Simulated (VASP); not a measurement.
# Si8O15 (a cell with a defect) in VASP: relaxation of the atoms with PBE

Aim: the relaxation of the atoms of Si8O15 (a cell with a defect) with PBE.

Everything below comes from runs of VASP 6.6.1. Logs are shortened: lines on timing, memory, paths and dates and some standing lists are left out, and cuts for length are marked.

### 1 The cell of the first run

The cell holds a defect, 23 atoms: a = 5.908 Å, b = 5.908 Å, c = 5.330 Å, α = 90.00°, β = 90.00°, γ = 90.00°.

### 2 Relaxation of the atoms, PBE

File INCAR:

```
PREC = Accurate
ENCUT = 520
EDIFF = 1E-7
ISMEAR = 0
SIGMA = 0.02
LREAL = F
LASPH = T
NELM = 120
ALGO = Normal
ISIF = 2
LWAVE = F
LCHARG = F
GGA = PE
IBRION = 2
NSW = 80
EDIFFG = -0.03
NELECT = 124.0
GGA_COMPAT = F
NELMIN = 4
```

File KPOINTS:

```
regular mesh
0
Gamma
  2 2 2
```

File POSCAR:

```
Si8O15
1.0
   -4.1773000000     -4.1773000000      0.0000000000
    4.1773000000     -4.1773000000      0.0000000000
    0.0000000000      0.0000000000      5.3304000000
Si O
8 15
Direct
    0.4943123000      0.5039419000     -0.0030704000
   -0.0043353000      0.4913873000      0.2590593000
    0.4944285000      0.4958346000      0.5020169000
   -0.0098851000      0.4987158000      0.7488220000
    0.0012136000     -0.0003466000     -0.0040759000
    0.4897218000      0.0016971000      0.2456153000
    0.0063428000     -0.0036883000      0.4996146000
    0.5050223000     -0.0002003000      0.7525624000
    0.1921469000      0.4956392000     -0.0028679000
    0.0038958000      0.1873805000      0.2386168000
    0.8089222000      0.4998533000     -0.0009848000
    0.0016765000      0.8085333000      0.2520316000
    0.1948008000      0.5050045000      0.4943923000
   -0.0003457000      0.1974144000      0.7550733000
    0.7980802000      0.4963543000      0.4910359000
   -0.0049692000      0.8096286000      0.7481929000
    0.6981812000     -0.0085586000     -0.0009567000
    0.5051590000      0.6917672000      0.2582005000
    0.3095667000     -0.0011023000     -0.0026200000
    0.4845698000      0.3038540000      0.2493734000
    0.6980745000     -0.0007947000      0.5010630000
    0.5030752000      0.6881678000      0.7495409000
    0.4996210000      0.3025611000      0.7490443000
```

Potentials or basis: VASP PAW PBE potentials, release 64 (Si, O).

Started as:

```
$ cat potpaw_PBE.64/Si/POTCAR potpaw_PBE.64/O/POTCAR > POTCAR
$ mpirun -np 1 vasp_std > vasp.out
```

OUTCAR:

```text
PREC = Accurate
   ENCUT = 520
   EDIFF = 1E-7
   ISMEAR = 0
   LREAL = F
   LASPH = T
   NELM = 120
   ISIF = 2
   GGA = PE
   IBRION = 2
   NSW = 80
   EDIFFG = -0.03
   NELECT = 124.0
   NELMIN = 4

 ion  position               nearest neighbor table
   1  0.494  0.504  0.997-  22 1.71  23 1.78  18 1.78   9 1.79  20 1.79  11 1.86   3 2.64   3 2.69

   2  0.996  0.491  0.259-  15 1.70  13 1.72  11 1.77  10 1.80   9 1.82  12 1.87   4 2.61   4 2.72

   3  0.494  0.496  0.502-  18 1.74  22 1.74  23 1.74  20 1.76  13 1.77  15 1.79   1 2.64   1 2.69

   4  0.990  0.499  0.749-  11 1.71  14 1.78  15 1.78   9 1.78  13 1.82  16 1.84   2 2.61   2 2.72

   5  0.001  1.000  0.996-  10 1.70  16 1.73  14 1.74  12 1.77  17 1.79  19 1.82   7 2.65   7 2.69

   6  0.490  0.002  0.246-  19 1.70  20 1.79  17 1.80  18 1.83  21 1.84   8 2.63   8 2.70
   7  0.006  0.996  0.500-  12 1.72  16 1.73  10 1.79  14 1.81  21 1.82   5 2.65   5 2.69
   8  0.505  1.000  0.753-  17 1.74  19 1.74  21 1.76  23 1.79  22 1.84   6 2.63   6 2.70
   9  0.192  0.496  0.997-   4 1.78   1 1.79   2 1.82
  10  0.004  0.187  0.239-   5 1.70   7 1.79   2 1.80
  11  0.809  0.500  0.999-   4 1.71   2 1.77   1 1.86
  12  0.002  0.809  0.252-   7 1.72   5 1.77   2 1.87
  13  0.195  0.505  0.494-   2 1.72   3 1.77   4 1.82
  14  1.000  0.197  0.755-   5 1.74   4 1.78   7 1.81
  15  0.798  0.496  0.491-   2 1.70   4 1.78   3 1.79
  16  0.995  0.810  0.748-   7 1.73   5 1.73   4 1.84
  17  0.698  0.991  0.999-   8 1.74   5 1.79   6 1.80
  18  0.505  0.692  0.258-   3 1.74   1 1.78   6 1.83
  19  0.310  0.999  0.997-   6 1.70   8 1.74   5 1.82
  20  0.485  0.304  0.249-   3 1.76   6 1.79   1 1.79
  21  0.698  0.999  0.501-   8 1.76   7 1.82   6 1.84
  22  0.503  0.688  0.750-   1 1.71   3 1.74   8 1.84
  23  0.500  0.303  0.749-   3 1.74   1 1.78   8 1.79

  LATTYP: Found a simple tetragonal cell.
 ALAT       =     5.9075943141
 C/A-ratio  =     0.9022962168

  Lattice vectors:

 A1 = (  -4.1773000000,  -4.1773000000,   0.0000000000)
 A2 = (   4.1773000000,  -4.1773000000,   0.0000000000)
 A3 = (   0.0000000000,   0.0000000000,   5.3304000000)

Analysis of symmetry for initial positions (statically):
=====================================================================
 Subroutine PRICEL returns:
 Original cell was already a primitive cell.

 Routine SETGRP: Setting up the symmetry group for a
 simple tetragonal supercell.

 Subroutine GETGRP returns: Found  1 space group operations
 (whereof  1 operations were pure point group operations)
 out of a pool of 16 trial point group operations.

The static configuration has the point symmetry C_1 .

Analysis of symmetry for dynamics (positions and initial velocities):
=====================================================================
 Subroutine PRICEL returns:
 Original cell was already a primitive cell.

 Routine SETGRP: Setting up the symmetry group for a
 simple tetragonal supercell.

 Subroutine GETGRP returns: Found  1 space group operations
 (whereof  1 operations were pure point group operations)
 out of a pool of 16 trial point group operations.

The dynamic configuration has the point symmetry C_1 .

 Subroutine INISYM returns: Found  1 space group operations
 (whereof  1 operations are pure point group operations),
 and found     1 'primitive' translations

----------------------------------------------------------------------------------------

                                     Primitive cell

  volume of cell :     186.0292

  direct lattice vectors                    reciprocal lattice vectors
    -4.177300000 -4.177300000  0.000000000    -0.119694540 -0.119694540  0.000000000
     4.177300000 -4.177300000  0.000000000     0.119694540 -0.119694540  0.000000000
     0.000000000  0.000000000  5.330400000     0.000000000  0.000000000  0.187603182

  length of vectors
     5.907594314  5.907594314  5.330400000     0.169273641  0.169273641  0.187603182

  position of ions in fractional coordinates (direct lattice)
     0.494312300  0.503941900  0.996929600
     0.995664700  0.491387300  0.259059300
     0.494428500  0.495834600  0.502016900
     0.990114900  0.498715800  0.748822000
     0.001213600  0.999653400  0.995924100
     0.489721800  0.001697100  0.245615300
[... 15 lines left out ...]
     0.503075200  0.688167800  0.749540900
     0.499621000  0.302561100  0.749044300

  ion indices of the primitive-cell ions
   primitive index   ion index
                 1           1
                 2           2
                 3           3
                 4           4
                 5           5
                 6           6
[... 15 lines left out ...]
                22          22
                23          23

----------------------------------------------------------------------------------------

 KPOINTS: regular mesh

Automatic generation of k-mesh.
 Grid dimensions read from file:
 generate k-points for:    2    2    2

 Generating k-lattice:

  Cartesian coordinates                     Fractional coordinates (reciprocal lattice)
    -0.059847270 -0.059847270  0.000000000     0.500000000  0.000000000  0.000000000
     0.059847270 -0.059847270  0.000000000     0.000000000  0.500000000  0.000000000
     0.000000000  0.000000000  0.093801591     0.000000000  0.000000000  0.500000000

  Length of vectors
     0.084636821  0.084636821  0.093801591

  Shift w.r.t. Gamma in fractional coordinates (k-lattice)
     0.000000000  0.000000000  0.000000000

 Subroutine IBZKPT returns following result:
 ===========================================

 Found      8 irreducible k-points:

 Following reciprocal coordinates:
            Coordinates               Weight
  0.000000  0.000000  0.000000      1.000000
  0.500000  0.000000  0.000000      1.000000
  0.000000  0.500000  0.000000      1.000000
  0.500000  0.500000  0.000000      1.000000
  0.000000  0.000000  0.500000      1.000000
  0.500000  0.000000  0.500000      1.000000
  0.000000  0.500000  0.500000      1.000000
  0.500000  0.500000  0.500000      1.000000
   k-points           NKPTS =      8   k-points in BZ     NKDIM =      8   number of bands    NBANDS=     74
   number of dos      NEDOS =    301   number of ions     NIONS =     23
   total plane-waves  NPLWV =  92160
   dimension x,y,z NGX =    48 NGY =   48 NGZ =   40
   dimension x,y,z NGXF=    96 NGYF=   96 NGZF=   80
   ions per type =               8  15
   NGX,Y,Z   is equivalent  to a cutoff of  13.51, 13.51, 12.48 a.u.
   NGXF,Y,Z  is equivalent  to a cutoff of  27.02, 27.02, 24.95 a.u.
 SYSTEM =  unknown system
   PREC   = accura    normal or accurate (medium, high low for compatibility)
   ISTART =      0    job   : 0-new  1-cont  2-samecut
   ICHARG =      2    charge: 1-file 2-atom 10-const
   ISPIN  =      1    spin polarized calculation?
   LNONCOLLINEAR =      F non collinear calculations
   LSORBIT =      F    spin-orbit coupling
   LASPH  =      T    aspherical Exc in radial PAW
   ENCUT  =  520.0 eV  38.22 Ry    6.18 a.u.  10.98 10.98  9.91*2*pi/ulx,y,z
   NELM   =    120;   NELMIN=  4; NELMDL= -5     # of ELM steps
   EDIFF  = 0.1E-06   stopping-criterion for ELM
   LREAL  =      F    real-space projection
   EDIFFG = -.3E-01   stopping-criterion for IOM
   NSW    =     80    number of steps for IOM
   IBRION =      2    ionic relax: 0-MD 1-quasi-New 2-CG
   NFREE  =      1    steps in history (QN), initial steepest desc. (CG)
   ISIF   =      2    stress and relaxation
   ISYM   =      2    0-nonsym 1-usesym 2-fastsym
   POTIM  = 0.5000    time-step for ionic-motion
   TEBEG  =    0.0;   TEEND  =   0.0 temperature during run
   PSTRESS=    0.0 pullay stress
   NELECT =     124.0000    total number of electrons
   NUPDOWN=      -1.0000    fix difference up-down
   EMIN   =  10.00;   EMAX   =-10.00  energy-range for DOS
   EFERMI =   0.00;   METHOD = LEGACY
   ISMEAR =     0;   SIGMA  =   0.02  broadening in eV -4-tet -1-fermi 0-gaus
   EFERMI_NEDOS =   21; number of points for ismear=-14 and -15
   IALGO  =     38    algorithm
   IMIX   =      4    mixing-type and parameters
     AMIX     =   0.40;   BMIX     =  1.00
     AMIX_MAG =   1.60;   BMIX_MAG =  1.00
  volume/ion in A,a.u.               =       8.09        54.58
  Fermi-wavevector in a.u.,A,eV,Ry     =   1.430062  2.702426 27.824985  2.045079
  Thomas-Fermi vector in A             =   2.549948
   LORBIT       =      0    0 simple, 1 ext, 2 COOP (PROOUT), +10 PAW based schemes
   GGA     = PE    functional components
   LHFCALC =     F    Hartree Fock is set to
   AEXX    =    0.0000 exact exchange contribution
   IVDW    =     0    specifies the selected vdW correction
   LEPSILON=     F    determine dielectric tensor
   LRPA    =     F    only Hartree local field effects (RPA)
 conjugate gradient relaxation of ions
 non-spin polarized calculation
 Gauss-broadening in eV      SIGMA  =   0.02
  energy-cutoff  :      520.00
  volume of cell :      186.03
 maximum number of plane-waves:      5032
 NGX is ok and might be reduce to    48
   NGX = 21   NGY = 21   NGZ = 19

--------------------------------------- Ionic step        1  -------------------------------------------

 number of electron     123.9999982 magnetization

 Free energy of the ion-electron system (eV)
  ---------------------------------------------------
  ext. energy  EPLUGINS =         0.00000000
  ---------------------------------------------------
  free energy    TOTEN  =      -146.19683750 eV

  energy without entropy =     -146.19233732  energy(sigma->0) =     -146.19458741

------------------------ aborting loop because EDIFF is reached ----------------------------------------

  FORCE on cell =-STRESS in cart. coord.  units (eV):
  Direction    XX          YY          ZZ          XY          YZ          ZX
  --------------------------------------------------------------------------------------
  -------------------------------------------------------------------------------------
  Total       57.6951175     55.6954188     65.8215403     -4.4999134     -0.0568784     -0.0533607
  in kB      496.8994510    479.6770373    566.8883027    -38.7555239     -0.4898653     -0.4595690
  external PRESSURE =     514.4882637 kB  Pullay stress =       0.0000000 kB
[... 152 lines left out ...]
  FREE ENERGIE OF THE ION-ELECTRON SYSTEM (eV)
  ---------------------------------------------------
  free  energy   TOTEN  =      -148.0344846006 eV

  energy  without entropy=     -148.0329969567  energy(sigma->0) =     -148.03374078

[... ionic steps 4 to 17 ...]

--------------------------------------- Ionic step       18  -------------------------------------------

 number of electron     123.9999984 magnetization

------------------------ aborting loop because EDIFF is reached ----------------------------------------
[... 109 lines left out ...]
--------------------------------------- Ionic step       20  -------------------------------------------

 number of electron     123.9999985 magnetization

 Free energy of the ion-electron system (eV)
  ---------------------------------------------------
  ext. energy  EPLUGINS =         0.00000000
  ---------------------------------------------------
  free energy    TOTEN  =      -148.48934921 eV

  energy without entropy =     -148.48934493  energy(sigma->0) =     -148.48934707

 E-fermi :  12.7973     XC(G=0): -12.2353

 val. band max:       12.7463718419   @ k =   0.0000   0.0000   0.5000
 cond. band min:      12.8482872303   @ k =   0.0000   0.5000   0.0000
 fundamental gap:      0.1019153883
 Fermi energy:        12.7973295383

 k-point     1 :       0.0000    0.0000    0.0000
  band No.  band energies     occupation
      1     -14.7635      2.00000
      2     -12.9987      2.00000
      3     -12.3377      2.00000
      4     -12.3279      2.00000
      5     -12.1126      2.00000
      6     -11.7505      2.00000
[... 655 lines left out ...]
  FREE ENERGIE OF THE ION-ELECTRON SYSTEM (eV)
  ---------------------------------------------------
  free  energy   TOTEN  =      -148.4893492102 eV

  energy  without entropy=     -148.4893449338  energy(sigma->0) =     -148.48934707

 reached required accuracy - stopping structural energy minimisation
```

Run time: 32 min. Hardware: 1 thread of Oxide Virtual Turin-like, shared host; peak memory 0.29 GiB.

Results:

- Free energy: -148.4893 eV
- Energy gained by relaxing: 99.7 meV/atom
- Ionic steps: 20
- Largest force after relaxing: 0.020 eV/Å

Forces in eV/Å, atoms in the order of the input:
```
Si   0.006  0.002  0.012
Si  -0.011 -0.005  0.010
Si   0.000 -0.004 -0.019
Si  -0.006 -0.008 -0.009
Si  -0.002  0.003  0.011
Si  -0.002  0.000  0.006
Si  -0.007 -0.011  0.002
Si   0.005  0.007 -0.018
O   -0.004  0.001 -0.006
O    0.004  0.000  0.004
O    0.009  0.000 -0.004
O   -0.006 -0.006  0.003
O   -0.002  0.009  0.004
O    0.007  0.005  0.001
O   -0.002 -0.004  0.004
O   -0.002 -0.002  0.004
O   -0.007 -0.003 -0.002
O   -0.004  0.010 -0.002
O    0.012  0.006  0.000
O    0.007 -0.012 -0.006
O    0.005  0.010  0.002
O   -0.001  0.007  0.001
O    0.000 -0.003  0.002
```

The path:
```tsv
step	energy change (eV)	largest force (eV/Å)	pressure (GPa)
1	0.0000	4.2166	51.45
2	-1.5231	3.3867	44.71
3	-1.8376	1.7908	45.14
4	-2.0203	1.8599	43.49
5	-2.1116	0.9874	43.84
6	-2.2520	0.4606	43.23
7	-2.2532	0.4588	43.25
8	-2.2753	0.3229	43.32
9	-2.2761	0.2614	43.30
10	-2.2842	0.1489	43.26
11	-2.2842	0.1436	43.25
12	-2.2888	0.1097	43.18
13	-2.2888	0.1126	43.17
14	-2.2909	0.0617	43.23
15	-2.2909	0.0738	43.24
16	-2.2920	0.0584	43.27
17	-2.2920	0.0535	43.28
18	-2.2924	0.0318	43.25
19	-2.2924	0.0309	43.25
20	-2.2925	0.0197	43.25
```

Final structure:
```
Si O
1.0
    -4.17730   -4.17730    0.00000
     4.17730   -4.17730    0.00000
     0.00000    0.00000    5.33040
Si O
8 15
Direct
  0.49472 0.49839 0.99944
  0.99493 0.49838 0.24541
  0.49684 0.49841 0.49962
  0.99539 0.49834 0.75224
  0.99475 0.99840 0.99819
  0.49183 0.99842 0.27387
  0.03790 0.99813 0.49721
  0.49761 0.99843 0.72813
  0.19584 0.49875 0.99922
  0.99415 0.20480 0.23194
  0.79580 0.49787 0.99881
  0.99307 0.79189 0.23183
  0.18938 0.49884 0.49881
  0.99606 0.20460 0.76462
  0.80196 0.49806 0.49902
  0.99498 0.79208 0.76471
  0.68632 0.99879 0.99918
  0.49584 0.68919 0.25240
  0.30102 0.99799 0.99926
  0.49516 0.30760 0.25244
  0.73410 0.99883 0.49967
  0.49615 0.68896 0.74683
  0.49550 0.30790 0.74682
```

Caveat: the k points lie up to 0.59 Å⁻¹ apart, too coarse for converged energies and pressures of a metal; the cell carries a net charge on a neutralising background, which shifts energy and pressure; the cell is charged against a uniform background, so pressure and absolute levels hang on convention.
